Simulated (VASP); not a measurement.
Wanted: the native input for a VASP 6.6.1 run.

```
Task                   : single point
Functional             : PBE
Potentials or basis    : VASP PAW PBE potentials, release 64 (Sn_d, Te)
Cutoff                 : 520 eV
k mesh                 : 8 × 8 × 8
Occupations            : fermi-dirac, width 0.02 eV
Spin                   : no spin polarisation
Dipole correction      : no
Further INCAR settings : ALGO = Normal; EDIFF = 1e-07; NBANDS = 17
```

The structure of SnTe lies in POSCAR:

```
SnTe
1.0
    0.0000000000      3.0936502309      3.2004529083
    3.0936502309      0.0000000000      3.2004529083
    3.0936502309      3.0936502309      0.0000000000
Sn Te
1 1
Direct
    0.0000000000      0.0000000000      0.0000000000
    0.5000000000      0.5000000000      0.5000000000
```

This cell differs from its parent crystal: epitaxial xy strain -3.0%.

One way to write it, as run:

INCAR

```
SYSTEM = SnTe
PREC = Accurate ; ENCUT = 520
EDIFF = 1E-7 ; ISMEAR = -1
SIGMA = 0.02 ; LREAL = .False.
LASPH = .True. ; NELM = 100
ALGO = Normal ; ISIF = 2
LWAVE = .False. ; LCHARG = .False.
GGA = PE ; NBANDS = 17
```

KPOINTS

```
Automatic mesh
0
Gamma
  8 8 8
  0 0 0
```

Potentials or basis: VASP PAW PBE potentials, release 64 (Sn_d, Te).

Run with:

```sh
$ cat potpaw_PBE.64/Sn_d/POTCAR potpaw_PBE.64/Te/POTCAR > POTCAR
$ mpirun -np 1 vasp_std > vasp.out
```

Results of the run:

The pressure is 3.5 GPa and the band gap on the k mesh is 0.24 eV, direct.

Caveat: the cell differs from its parent crystal (epitaxial xy strain -3.0%); spin-orbit coupling is left out, which moves the levels of the heavy elements.

Wall time 28 s on 1 thread of Intel(R) Xeon(R) 6975P-C (Granite Rapids) (shared host), peak memory 0.23 GiB.
